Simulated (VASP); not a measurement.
# La (P6_3/mmc) in VASP: further runs, part 3 of 3

VASP 6.6.1. Earlier steps stand in the parts before.

**6. Single point, PBEsol**

This run uses another cell than the first one, of 38.53 Å³/atom.

File INCAR:

```
  PREC = Accurate
  ENCUT = 520
  EDIFF = 1E-6
  ISMEAR = 0
  SIGMA = 0.15
  LREAL = False
  LASPH = True
  NELM = 60
  ALGO = Fast
  ISIF = 2
  LWAVE = False
  LCHARG = False
  GGA = PS
  NBANDS = 30
```

File KPOINTS:

```
regular mesh
0
Gamma
  12 12 4
```

File POSCAR:

```
La
1.0
    3.8077000000      0.0000000000      0.0000000000
   -1.9038500000      3.2975649300      0.0000000000
    0.0000000000      0.0000000000     12.2730000000
La
4
Direct
    0.0000000000      0.0000000000      0.0000000000
    0.0000000000      0.0000000000      0.5000000000
    0.3333333333      0.6666666667      0.2500000000
    0.6666666667      0.3333333333      0.7500000000
```

Potentials or basis: VASP PAW PBE potentials, release 64 (La).

Command:

```sh
$ cat potpaw_PBE.64/La/POTCAR > POTCAR
$ mpirun -np 1 vasp_std > vasp.out
```

OUTCAR:

```text
PREC = Accurate
   ENCUT = 520
   EDIFF = 1E-6
   ISMEAR = 0
   LREAL = False
   LASPH = True
   NELM = 60
   ISIF = 2
   GGA = PS

 ion  position               nearest neighbor table
   1  0.000  0.000  0.000-
   2  0.000  0.000  0.500-
   3  0.333  0.667  0.250-
   4  0.667  0.333  0.750-

  LATTYP: Found a hexagonal cell.
 ALAT       =     3.8077000000
 C/A-ratio  =     3.2232056097

  Lattice vectors:

 A1 = (   3.8077000000,   0.0000000000,   0.0000000000)
 A2 = (  -1.9038500000,   3.2975649300,   0.0000000000)
 A3 = (   0.0000000000,   0.0000000000,  12.2730000000)

Analysis of symmetry for initial positions (statically):
=====================================================================
 Subroutine PRICEL returns:
 Original cell was already a primitive cell.

 Routine SETGRP: Setting up the symmetry group for a
 hexagonal supercell.

 Subroutine GETGRP returns: Found 24 space group operations
 (whereof 12 operations were pure point group operations)
 out of a pool of 24 trial point group operations.

The static configuration has the point symmetry D_3d.
 The point group associated with its full space group is D_6h.

Analysis of symmetry for dynamics (positions and initial velocities):
=====================================================================
 Subroutine PRICEL returns:
 Original cell was already a primitive cell.

 Routine SETGRP: Setting up the symmetry group for a
 hexagonal supercell.

 Subroutine GETGRP returns: Found 24 space group operations
 (whereof 12 operations were pure point group operations)
 out of a pool of 24 trial point group operations.

The dynamic configuration has the point symmetry D_3d.
 The point group associated with its full space group is D_6h.

 Subroutine INISYM returns: Found 24 space group operations
 (whereof 12 operations are pure point group operations),
 and found     1 'primitive' translations

----------------------------------------------------------------------------------------

                                     Primitive cell

  volume of cell :     154.1015

  direct lattice vectors                    reciprocal lattice vectors
     3.807700000  0.000000000  0.000000000     0.262625732  0.151627037  0.000000000
    -1.903850000  3.297564930  0.000000000     0.000000000  0.303254074  0.000000000
     0.000000000  0.000000000 12.273000000     0.000000000  0.000000000  0.081479671

  length of vectors
     3.807700000  3.807700000 12.273000000     0.303254074  0.303254074  0.081479671

  position of ions in fractional coordinates (direct lattice)
     0.000000000  0.000000000  0.000000000
     0.000000000  0.000000000  0.500000000
     0.333333333  0.666666667  0.250000000
     0.666666667  0.333333333  0.750000000

  ion indices of the primitive-cell ions
   primitive index   ion index
                 1           1
                 2           2
                 3           3
                 4           4

----------------------------------------------------------------------------------------

 KPOINTS: regular mesh

Automatic generation of k-mesh.
 Grid dimensions read from file:
 generate k-points for:   12   12    4

 Generating k-lattice:

  Cartesian coordinates                     Fractional coordinates (reciprocal lattice)
     0.021885478  0.012635586  0.000000000     0.083333333  0.000000000  0.000000000
     0.000000000  0.025271173  0.000000000     0.000000000  0.083333333  0.000000000
     0.000000000  0.000000000  0.020369918     0.000000000  0.000000000  0.250000000

  Length of vectors
     0.025271173  0.025271173  0.020369918

  Shift w.r.t. Gamma in fractional coordinates (k-lattice)
     0.000000000  0.000000000  0.000000000

 Subroutine IBZKPT returns following result:
 ===========================================

 Found     57 irreducible k-points:

 Following reciprocal coordinates:
            Coordinates               Weight
  0.000000  0.000000  0.000000      1.000000
  0.083333  0.000000  0.000000      6.000000
  0.166667  0.000000  0.000000      6.000000
  0.250000  0.000000  0.000000      6.000000
  0.333333 -0.000000  0.000000      6.000000
  0.416667  0.000000  0.000000      6.000000
[... 16 lines left out ...]
  0.250000  0.000000  0.250000     12.000000
  0.333333 -0.000000  0.250000     12.000000
 [... further k-points ...]
   k-points           NKPTS =     57   k-points in BZ     NKDIM =     57   number of bands    NBANDS=     30
   number of dos      NEDOS =    301   number of ions     NIONS =      4
   total plane-waves  NPLWV =  75264
   dimension x,y,z NGX =    28 NGY =   28 NGZ =   96
   dimension x,y,z NGXF=    56 NGYF=   56 NGZF=  192
   ions per type =               4
   NGX,Y,Z   is equivalent  to a cutoff of  12.22, 12.22, 13.00 a.u.
   NGXF,Y,Z  is equivalent  to a cutoff of  24.45, 24.45, 26.01 a.u.
 SYSTEM =  unknown system
   PREC   = accura    normal or accurate (medium, high low for compatibility)
   ISTART =      0    job   : 0-new  1-cont  2-samecut
   ICHARG =      2    charge: 1-file 2-atom 10-const
   ISPIN  =      1    spin polarized calculation?
   LNONCOLLINEAR =      F non collinear calculations
   LSORBIT =      F    spin-orbit coupling
   LASPH  =      T    aspherical Exc in radial PAW
   ENCUT  =  520.0 eV  38.22 Ry    6.18 a.u.   7.08  7.08 22.82*2*pi/ulx,y,z
   NELM   =     60;   NELMIN=  2; NELMDL= -5     # of ELM steps
   EDIFF  = 0.1E-05   stopping-criterion for ELM
   LREAL  =      F    real-space projection
   EDIFFG = 0.1E-04   stopping-criterion for IOM
   NSW    =      0    number of steps for IOM
   IBRION =     -1    ionic relax: 0-MD 1-quasi-New 2-CG
   NFREE  =      0    steps in history (QN), initial steepest desc. (CG)
   ISIF   =      2    stress and relaxation
   ISYM   =      2    0-nonsym 1-usesym 2-fastsym
   POTIM  = 0.5000    time-step for ionic-motion
   TEBEG  =    0.0;   TEEND  =   0.0 temperature during run
   PSTRESS=    0.0 pullay stress
   NELECT =      44.0000    total number of electrons
   NUPDOWN=      -1.0000    fix difference up-down
   EMIN   =  10.00;   EMAX   =-10.00  energy-range for DOS
   EFERMI =   0.00;   METHOD = LEGACY
   ISMEAR =     0;   SIGMA  =   0.15  broadening in eV -4-tet -1-fermi 0-gaus
   EFERMI_NEDOS =   21; number of points for ismear=-14 and -15
   IALGO  =     68    algorithm
   IMIX   =      4    mixing-type and parameters
     AMIX     =   0.40;   BMIX     =  1.00
     AMIX_MAG =   1.60;   BMIX_MAG =  1.00
  volume/ion in A,a.u.               =      38.53       259.98
  Fermi-wavevector in a.u.,A,eV,Ry     =   1.078012  2.037147 15.811454  1.162109
  Thomas-Fermi vector in A             =   2.213939
   LORBIT       =      0    0 simple, 1 ext, 2 COOP (PROOUT), +10 PAW based schemes
   GGA     = PS    functional components
   LHFCALC =     F    Hartree Fock is set to
   AEXX    =    0.0000 exact exchange contribution
   IVDW    =     0    specifies the selected vdW correction
   LEPSILON=     F    determine dielectric tensor
   LRPA    =     F    only Hartree local field effects (RPA)
 non-spin polarized calculation
 RMM-DIIS sequential band-by-band and
 Gauss-broadening in eV      SIGMA  =   0.15
  energy-cutoff  :      520.00
  volume of cell :      154.10
 maximum number of plane-waves:      4185
   NGX = 15   NGY = 15   NGZ = 45

 number of electron      44.0000001 magnetization

 Free energy of the ion-electron system (eV)
  ---------------------------------------------------
  ext. energy  EPLUGINS =         0.00000000
  ---------------------------------------------------
  free energy    TOTEN  =       -21.25447997 eV

  energy without entropy =      -21.17745871  energy(sigma->0) =      -21.21596934

 E-fermi :   7.3928     XC(G=0):  -9.5344

 val. band max:        7.3889904762   @ k =   0.2500   0.0000   0.2500
 cond. band min:       7.4055229203   @ k =   0.3333   0.1667   0.2500
 fundamental gap:      0.0165324441
 Fermi energy:         7.3927789922

 k-point     1 :       0.0000    0.0000    0.0000
  band No.  band energies     occupation
      1     -25.5125      2.00000
      2     -25.4289      2.00000
      3     -25.4197      2.00000
      4     -25.3336      2.00000
      5      -9.7870      2.00000
      6      -9.1865      2.00000
[... 781 lines left out ...]
     29       8.8984      0.00000
     30       9.0988      0.00000

 [... further k-points ...]

------------------------ aborting loop because EDIFF is reached ----------------------------------------

  FORCE on cell =-STRESS in cart. coord.  units (eV):
  Direction    XX          YY          ZZ          XY          YZ          ZX
  --------------------------------------------------------------------------------------
  -------------------------------------------------------------------------------------
  Total       -2.6500189     -2.6500189     -2.7387024      0.0000000      0.0000000      0.0000000
  in kB      -27.5519748    -27.5519748    -28.4740083      0.0000000      0.0000000      0.0000000
  external PRESSURE =     -27.8593193 kB  Pullay stress =       0.0000000 kB

 VOLUME and BASIS-vectors are now :
 -----------------------------------------------------------------------------
  energy-cutoff  :      520.00
  volume of cell :      154.10
      direct lattice vectors                 reciprocal lattice vectors
     3.807700000  0.000000000  0.000000000     0.262625732  0.151627037  0.000000000
    -1.903850000  3.297564930  0.000000000     0.000000000  0.303254074  0.000000000
     0.000000000  0.000000000 12.273000000     0.000000000  0.000000000  0.081479671

 POSITION                                       TOTAL-FORCE (eV/Angst)
 -----------------------------------------------------------------------------------
      0.00000      0.00000      0.00000        -0.000000      0.000000     -0.000000
      0.00000      0.00000      6.13650         0.000000      0.000000     -0.000000
     -0.00000      2.19838      3.06825        -0.000000      0.000000     -0.000000
      1.90385      1.09919      9.20475         0.000000      0.000000      0.000000
 -----------------------------------------------------------------------------------
    total drift:                                0.000000     -0.000000      0.000000

  FREE ENERGIE OF THE ION-ELECTRON SYSTEM (eV)
  ---------------------------------------------------
  free  energy   TOTEN  =       -21.2544799737 eV

  energy  without entropy=      -21.1774587107  energy(sigma->0) =      -21.21596934
```

Wall time 24 min (1 thread of Intel Xeon Platinum 8259CL at 2.50GHz (Skylake/Cascade Lake), shared host); peak memory 0.42 GiB.

Results:

| Quantity | Value |
| --- | --- |
| Free energy | -21.2545 eV |
| Pressure | -2.8 GPa |
| Band gap on the k mesh | zero (bands 22 and 23 overlap by 1.03 eV) |

Levels at points of the mesh, in eV from the Fermi level:
| k point | band 18 | band 19 | band 20 | band 21 | band 22 | band 23 | band 24 | band 25 | band 26 | band 27 |
| --- | --- | --- | --- | --- | --- | --- | --- | --- | --- | --- |
| (0.00, 0.00, 0.00) | -1.96 | -1.96 | -1.74 | 0.48 | 0.59 | 1.25 | 1.25 | 1.29 | 1.29 | 1.38 |
| (0.50, 0.00, 0.00) | -1.78 | -1.48 | -1.04 | -0.63 | -0.31 | -0.19 | 0.41 | 0.87 | 1.34 | 1.63 |
| (0.00, 0.00, 0.50) | -2.84 | -1.69 | -1.69 | 0.79 | 0.79 | 1.17 | 1.17 | 1.30 | 1.32 | 1.36 |
| (0.50, 0.00, 0.50) | -1.57 | -1.39 | -1.39 | -1.01 | -1.01 | 0.63 | 0.63 | 1.21 | 1.21 | 1.40 |

Caveat: the PAW data sets were made with another functional, which shifts forces and pressure a little; spin-orbit coupling is left out, which moves the levels of the heavy elements.

**7. Overview**

| cell | further INCAR settings | gap on the mesh (eV) | pressure (GPa) |
| --- | --- | --- | --- |
| a = 3.698, b = 3.698, c = 12.554 Å, angles 90.0, 90.0, 120.0°, 4 atoms | ALGO = Fast; EDIFF = 1e-06; NBANDS = 30 | none | -2.0 |
| a = 3.661, b = 3.661, c = 12.835 Å, angles 90.0, 90.0, 120.0°, 4 atoms | ALGO = Fast; EDIFF = 1e-06; NBANDS = 30 | none | -2.0 |
| a = 3.698, b = 3.698, c = 12.835 Å, angles 90.0, 90.0, 120.0°, 4 atoms | ALGO = Fast; EDIFF = 1e-07; NBANDS = 30 | none | -2.4 |
| a = 3.661, b = 3.661, c = 13.116 Å, angles 90.0, 90.0, 120.0°, 4 atoms | ALGO = Fast; EDIFF = 1e-06; NBANDS = 30 | none | -2.4 |
| a = 3.808, b = 3.808, c = 12.273 Å, angles 90.0, 90.0, 120.0°, 4 atoms | ALGO = Fast; EDIFF = 1e-06; NBANDS = 30 | none | -2.8 |

Alike in all rows: task single point; level PBEsol; potentials or basis VASP PAW PBE potentials, release 64 (La); no spin polarisation; k mesh 12 × 12 × 4; cutoff (eV) 520; smearing gaussian 0.15 eV.

Caveats: the PAW data sets were made with another functional, which shifts forces and pressure a little; spin-orbit coupling is left out, which moves the levels of the heavy elements.

Total energies depend on the potentials used, so only differences within one code and one set of settings carry meaning.
